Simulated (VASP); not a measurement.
# K (Im-3m) in VASP: further runs

Runs on K. Level: PBE. Tasks: single point, relaxation of cell and atoms.

All numbers are computed with VASP 6.6.1; they aren't measurements. Logs are shortened: lines on timing, memory, paths and dates and some standing lists are left out, and cuts for length are marked.

## Step 1: The cell of the first run

It takes space group Im-3m (No. 229, cubic). Conventional cell: a = 5.279 Å, b = 5.279 Å, c = 5.279 Å, α = 90.00°, β = 90.00°, γ = 90.00°.

## Step 2: Single point, PBE

Input file INCAR:

```
SYSTEM = K
PREC = Accurate
ENCUT = 520
EDIFF = 1E-6
ISMEAR = 1
SIGMA = 0.05
LREAL = .FALSE.
LASPH = .TRUE.
NELM = 100
ALGO = Normal
ISIF = 2
LWAVE = .FALSE.
LCHARG = .FALSE.
GGA = PE
NBANDS = 10
```

Input file KPOINTS:

```
regular mesh
0
G
  5 5 5
  0 0 0
```

Input file POSCAR:

```
K
1.0
   -2.6396433163      2.6396433163      2.6396433163
    2.6396433163     -2.6396433163      2.6396433163
    2.6396433163      2.6396433163     -2.6396433163
K
1
Direct
    0.0000000000      0.0000000000      0.0000000000
```

Potentials or basis: VASP PAW PBE potentials, release 64 (K_sv).

On the command line:

```bash
cat potpaw_PBE.64/K_sv/POTCAR > POTCAR
mpirun -np 1 vasp_std > vasp.out
```

OUTCAR:

```text
SYSTEM = K
   PREC = Accurate
   ENCUT = 520
   EDIFF = 1E-6
   ISMEAR = 1
   LREAL = .FALSE.
   LASPH = .TRUE.
   NELM = 100
   ISIF = 2
   GGA = PE

 ion  position               nearest neighbor table
   1  0.000  0.000  0.000-

  LATTYP: Found a body centered cubic cell.
 ALAT       =     5.2792866326

  Lattice vectors:

 A1 = (  -2.6396433163,   2.6396433163,   2.6396433163)
 A2 = (   2.6396433163,  -2.6396433163,   2.6396433163)
 A3 = (   2.6396433163,   2.6396433163,  -2.6396433163)

Analysis of symmetry for initial positions (statically):
=====================================================================
 Subroutine PRICEL returns:
 Original cell was already a primitive cell.

 Routine SETGRP: Setting up the symmetry group for a
 body centered cubic supercell.

 Subroutine GETGRP returns: Found 48 space group operations
 (whereof 48 operations were pure point group operations)
 out of a pool of 48 trial point group operations.

The static configuration has the point symmetry O_h .

Analysis of symmetry for dynamics (positions and initial velocities):
=====================================================================
 Subroutine PRICEL returns:
 Original cell was already a primitive cell.

 Routine SETGRP: Setting up the symmetry group for a
 body centered cubic supercell.

 Subroutine GETGRP returns: Found 48 space group operations
 (whereof 48 operations were pure point group operations)
 out of a pool of 48 trial point group operations.

The dynamic configuration has the point symmetry O_h .

 Subroutine INISYM returns: Found 48 space group operations
 (whereof 48 operations are pure point group operations),
 and found     1 'primitive' translations

----------------------------------------------------------------------------------------

                                     Primitive cell

  volume of cell :      73.5691

  direct lattice vectors                    reciprocal lattice vectors
    -2.639643316  2.639643316  2.639643316     0.000000000  0.189419531  0.189419531
     2.639643316 -2.639643316  2.639643316     0.189419531  0.000000000  0.189419531
     2.639643316  2.639643316 -2.639643316     0.189419531  0.189419531  0.000000000

  length of vectors
     4.571996338  4.571996338  4.571996338     0.267879670  0.267879670  0.267879670

  position of ions in fractional coordinates (direct lattice)
     0.000000000  0.000000000  0.000000000

  ion indices of the primitive-cell ions
   primitive index   ion index
                 1           1

----------------------------------------------------------------------------------------

 KPOINTS: regular mesh

Automatic generation of k-mesh.
 Grid dimensions read from file:
 generate k-points for:    5    5    5

 Generating k-lattice:

  Cartesian coordinates                     Fractional coordinates (reciprocal lattice)
     0.000000000  0.037883906  0.037883906     0.200000000  0.000000000  0.000000000
     0.037883906  0.000000000  0.037883906     0.000000000  0.200000000  0.000000000
     0.037883906  0.037883906  0.000000000     0.000000000  0.000000000  0.200000000

  Length of vectors
     0.053575934  0.053575934  0.053575934

  Shift w.r.t. Gamma in fractional coordinates (k-lattice)
     0.000000000  0.000000000  0.000000000

 Subroutine IBZKPT returns following result:
 ===========================================

 Found     10 irreducible k-points:

 Following reciprocal coordinates:
            Coordinates               Weight
  0.000000  0.000000  0.000000      1.000000
  0.200000  0.000000  0.000000     12.000000
  0.400000  0.000000  0.000000     12.000000
  0.200000  0.200000  0.000000     24.000000
  0.400000  0.200000  0.000000     24.000000
  0.200000  0.200000  0.200000      8.000000
 -0.200000  0.200000  0.200000      6.000000
 -0.400000  0.400000  0.200000     24.000000
 -0.400000 -0.400000  0.200000      8.000000
 -0.400000  0.400000  0.400000      6.000000
   k-points           NKPTS =     10   k-points in BZ     NKDIM =     10   number of bands    NBANDS=     10
   number of dos      NEDOS =    301   number of ions     NIONS =      1
   total plane-waves  NPLWV =  46656
   dimension x,y,z NGX =    36 NGY =   36 NGZ =   36
   dimension x,y,z NGXF=    72 NGYF=   72 NGZF=   72
   ions per type =               1
   NGX,Y,Z   is equivalent  to a cutoff of  13.09, 13.09, 13.09 a.u.
   NGXF,Y,Z  is equivalent  to a cutoff of  26.18, 26.18, 26.18 a.u.
 SYSTEM =  K
   PREC   = accura    normal or accurate (medium, high low for compatibility)
   ISTART =      0    job   : 0-new  1-cont  2-samecut
   ICHARG =      2    charge: 1-file 2-atom 10-const
   ISPIN  =      1    spin polarized calculation?
   LNONCOLLINEAR =      F non collinear calculations
   LSORBIT =      F    spin-orbit coupling
   LASPH  =      T    aspherical Exc in radial PAW
   ENCUT  =  520.0 eV  38.22 Ry    6.18 a.u.   8.50  8.50  8.50*2*pi/ulx,y,z
   NELM   =    100;   NELMIN=  2; NELMDL= -5     # of ELM steps
   EDIFF  = 0.1E-05   stopping-criterion for ELM
   LREAL  =      F    real-space projection
   EDIFFG = 0.1E-04   stopping-criterion for IOM
   NSW    =      0    number of steps for IOM
   IBRION =     -1    ionic relax: 0-MD 1-quasi-New 2-CG
   NFREE  =      0    steps in history (QN), initial steepest desc. (CG)
   ISIF   =      2    stress and relaxation
   ISYM   =      2    0-nonsym 1-usesym 2-fastsym
   POTIM  = 0.5000    time-step for ionic-motion
   TEBEG  =    0.0;   TEEND  =   0.0 temperature during run
   PSTRESS=    0.0 pullay stress
   NELECT =       9.0000    total number of electrons
   NUPDOWN=      -1.0000    fix difference up-down
   EMIN   =  10.00;   EMAX   =-10.00  energy-range for DOS
   EFERMI =   0.00;   METHOD = LEGACY
   ISMEAR =     1;   SIGMA  =   0.05  broadening in eV -4-tet -1-fermi 0-gaus
   EFERMI_NEDOS =   21; number of points for ismear=-14 and -15
   IALGO  =     38    algorithm
   IMIX   =      4    mixing-type and parameters
     AMIX     =   0.40;   BMIX     =  1.00
     AMIX_MAG =   1.60;   BMIX_MAG =  1.00
  volume/ion in A,a.u.               =      73.57       496.47
  Fermi-wavevector in a.u.,A,eV,Ry     =   0.812688  1.535757  8.986124  0.660462
  Thomas-Fermi vector in A             =   1.922276
   LORBIT       =      0    0 simple, 1 ext, 2 COOP (PROOUT), +10 PAW based schemes
   GGA     = PE    functional components
   LHFCALC =     F    Hartree Fock is set to
   AEXX    =    0.0000 exact exchange contribution
   IVDW    =     0    specifies the selected vdW correction
   LEPSILON=     F    determine dielectric tensor
   LRPA    =     F    only Hartree local field effects (RPA)
 non-spin polarized calculation
 Methfessel and Paxton  Order N= 1 SIGMA  =   0.05
  energy-cutoff  :      520.00
  volume of cell :       73.57
 maximum number of plane-waves:      1998
 NGX is ok and might be reduce to    36
   NGX = 17   NGY = 17   NGZ = 17

 number of electron       9.0000001 magnetization

 Free energy of the ion-electron system (eV)
  ---------------------------------------------------
  ext. energy  EPLUGINS =         0.00000000
  ---------------------------------------------------
  free energy    TOTEN  =        -1.04364441 eV

  energy without entropy =       -1.04134077  energy(sigma->0) =       -1.04287653

 E-fermi :  -0.0456     XC(G=0):  -5.6503

 val. band max:       -0.4477391605   @ k =   0.4000   0.0000   0.0000
 cond. band min:      -0.0342303200   @ k =  -0.4000   0.4000   0.2000
 fundamental gap:      0.4135088405
 Fermi energy:        -0.0456303127

 k-point     1 :       0.0000    0.0000    0.0000
  band No.  band energies     occupation
      1     -32.2520      2.00000
      2     -15.7016      2.00000
      3     -15.7016      2.00000
      4     -15.7016      2.00000
      5      -2.2761      2.00000
      6       4.1740      0.00000
      7       4.1740      0.00000
      8       4.1740      0.00000
      9       5.0828      0.00000
     10       5.0828      0.00000

 k-point     2 :       0.2000    0.0000    0.0000
  band No.  band energies     occupation
      1     -32.2506      2.00000
      2     -15.7252      2.00000
      3     -15.7095      2.00000
      4     -15.7016      2.00000
      5      -1.7873      2.00000
      6       3.2639      0.00000
      7       3.6757      0.00000
      8       4.5650      0.00000
      9       4.8574      0.00000
     10       5.0198      0.00000

 k-point     3 :       0.4000    0.0000    0.0000
  band No.  band energies     occupation
      1     -32.2483      2.00000
      2     -15.7627      2.00000
      3     -15.7223      2.00000
      4     -15.7016      2.00000
      5      -0.4477      2.00000
      6       1.4022      0.00000
      7       3.1229      0.00000
      8       4.8406      0.00000
      9       5.3027      0.00000
     10       5.6714      0.00000

 k-point     4 :       0.2000    0.2000    0.0000
  band No.  band energies     occupation
      1     -32.2488      2.00000
      2     -15.7502      2.00000
      3     -15.7200      2.00000
      4     -15.7068      2.00000
      5      -0.8683      2.00000
      6       2.2996      0.00000
      7       2.7847      0.00000
      8       4.7810      0.00000
      9       4.8548      0.00000
     10       5.5178      0.00000

 k-point     5 :       0.4000    0.2000    0.0000
  band No.  band energies     occupation
      1     -32.2476      2.00000
      2     -15.7607      2.00000
      3     -15.7331      2.00000
      4     -15.7082      2.00000
      5       0.6954     -0.00000
      6       0.7490     -0.00000
      7       2.3280      0.00000
      8       4.4221      0.00000
      9       5.3264      0.00000
     10       5.4724      0.00000

 k-point     6 :       0.2000    0.2000    0.2000
  band No.  band energies     occupation
      1     -32.2479      2.00000
      2     -15.7518      2.00000
      3     -15.7235      2.00000
      4     -15.7235      2.00000
      5       0.3656     -0.00000
      6       1.7648      0.00000
      7       1.7648      0.00000
      8       3.5331      0.00000
      9       5.6067      0.00000
     10       5.6067      0.00000

 k-point     7 :      -0.2000    0.2000    0.2000
  band No.  band energies     occupation
      1     -32.2493      2.00000
      2     -15.7280      2.00000
      3     -15.7178      2.00000
      4     -15.7178      2.00000
      5      -1.3174      2.00000
      6       3.2449      0.00000
      7       3.5352      0.00000
      8       3.5352      0.00000
      9       4.7420      0.00000
     10       5.5119      0.00000

 k-point     8 :      -0.4000    0.4000    0.2000
  band No.  band energies     occupation
      1     -32.2472      2.00000
      2     -15.7571      2.00000
      3     -15.7312      2.00000
      4     -15.7189      2.00000
      5      -0.0342      0.62500
      6       1.6633      0.00000
      7       3.2114      0.00000
      8       3.4698      0.00000
      9       4.8736      0.00000
     10       5.6698      0.00000

 k-point     9 :      -0.4000   -0.4000    0.2000
  band No.  band energies     occupation
      1     -32.2462      2.00000
      2     -15.7513      2.00000
      3     -15.7513      2.00000
      4     -15.7232      2.00000
      5       1.2070      0.00000
      6       1.2070      0.00000
      7       1.9713      0.00000
      8       4.3002      0.00000
      9       4.3002      0.00000
     10       5.4892      0.00000

 k-point    10 :      -0.4000    0.4000    0.4000
  band No.  band energies     occupation
      1     -32.2453      2.00000
      2     -15.7493      2.00000
      3     -15.7455      2.00000
      4     -15.7455      2.00000
      5       0.9658      0.00000
      6       1.7479      0.00000
      7       3.3168      0.00000
      8       3.3168      0.00000
      9       3.4322      0.00000
     10       5.9598      0.00000

------------------------ aborting loop because EDIFF is reached ----------------------------------------

  FORCE on cell =-STRESS in cart. coord.  units (eV):
  Direction    XX          YY          ZZ          XY          YZ          ZX
  --------------------------------------------------------------------------------------
  -------------------------------------------------------------------------------------
  Total       -0.0016554     -0.0016554     -0.0016554     -0.0000000     -0.0000000     -0.0000000
  in kB       -0.0360515     -0.0360515     -0.0360515     -0.0000000     -0.0000000     -0.0000000
  external PRESSURE =      -0.0360515 kB  Pullay stress =       0.0000000 kB

 VOLUME and BASIS-vectors are now :
 -----------------------------------------------------------------------------
  energy-cutoff  :      520.00
  volume of cell :       73.57
      direct lattice vectors                 reciprocal lattice vectors
    -2.639643316  2.639643316  2.639643316     0.000000000  0.189419531  0.189419531
     2.639643316 -2.639643316  2.639643316     0.189419531  0.000000000  0.189419531
     2.639643316  2.639643316 -2.639643316     0.189419531  0.189419531  0.000000000

 POSITION                                       TOTAL-FORCE (eV/Angst)
 -----------------------------------------------------------------------------------
      0.00000      0.00000      0.00000         0.000000     -0.000000      0.000000
 -----------------------------------------------------------------------------------
    total drift:                               -0.000000      0.000000      0.000000

  FREE ENERGIE OF THE ION-ELECTRON SYSTEM (eV)
  ---------------------------------------------------
  free  energy   TOTEN  =        -1.0436444084 eV

  energy  without entropy=       -1.0413407741  energy(sigma->0) =       -1.04287653
```

Run time: 7.7 s. Hardware: 1 thread of Intel Xeon Platinum 8175M at 2.50GHz (Skylake/Cascade Lake), shared host; peak memory 0.19 GiB.

Results:

| Quantity | Value |
| --- | --- |
| Free energy | -1.0436 eV |
| Pressure | 0.0 GPa |

Levels at points of the mesh, in eV from the Fermi level:
| k point | band 2 | band 3 | band 4 | band 5 | band 6 | band 7 |
| --- | --- | --- | --- | --- | --- | --- |
| (0.00, 0.00, 0.00) | -15.66 | -15.66 | -15.66 | -2.23 | 4.22 | 4.22 |

## Step 3: Relaxation of cell and atoms, PBE

This run uses another cell than the first one, of 71.32 Å³/atom, 0.969 times its volume.

Input file INCAR:

```
  PREC = Accurate
  ENCUT = 600
  EDIFF = 1E-6
  ISMEAR = 1
  SIGMA = 0.05
  LREAL = False
  LASPH = True
  NELM = 100
  ALGO = Normal
  ISIF = 3
  LWAVE = False
  LCHARG = False
  GGA = PE
  IBRION = 2
  NSW = 80
  EDIFFG = -0.01
```

Input file KPOINTS:

```
regular mesh
0
Gamma
  5 5 5
```

Input file POSCAR:

```
K
1.0
   -2.6125000000      2.6125000000      2.6125000000
    2.6125000000     -2.6125000000      2.6125000000
    2.6125000000      2.6125000000     -2.6125000000
K
1
Direct
    0.0000000000      0.0000000000      0.0000000000
```

Potentials or basis: VASP PAW PBE potentials, release 64 (K_sv).

On the command line:

```bash
cat potpaw_PBE.64/K_sv/POTCAR > POTCAR
mpirun -np 1 vasp_std > vasp.out
```

Wall time 23 s (1 thread of Intel Xeon Platinum 8175M at 2.50GHz (Skylake/Cascade Lake), shared host); peak memory 0.2 GiB.

Results (log left out):

```
Free energy                            : -1.0437 eV
Relaxed volume                         : 73.86 Å³/atom
Relaxed cell                           : a = 4.578 Å, b = 4.578 Å, c = 4.578 Å, α = 109.47°, β = 109.47°, γ = 109.47°
Space group after relaxing (to 0.05 Å) : Im-3m (No. 229)
Energy gained by relaxing              : 0.8 meV/atom
Ionic steps                            : 4
Pressure after relaxing                : 0.0 GPa
```

The path:
```tsv
step	energy change (eV)	largest force (eV/Å)	pressure (GPa)	volume (Å³)
1	0.0000	0.0000	0.12	71.32
2	-0.0004	0.0000	0.08	71.89
3	-0.0007	0.0000	0.05	72.55
4	-0.0008	0.0000	-0.01	73.86
```

Final structure:
```
K
1.0
    -2.64316    2.64316    2.64316
     2.64316   -2.64316    2.64316
     2.64316    2.64316   -2.64316
K
1
Direct
  0.00000 0.00000 0.00000
```

Levels at points of the mesh, in eV from the Fermi level:
```
           k point  band 1  band 2  band 3  band 4  band 5  band 6  band 7  band 8
(0.00, 0.00, 0.00)  -32.21  -15.66  -15.66  -15.66   -2.22    4.22    4.22    4.22
```

PBE usually gives volumes a little too large and moduli too small. Zero-point motion and thermal expansion aren't in these numbers.
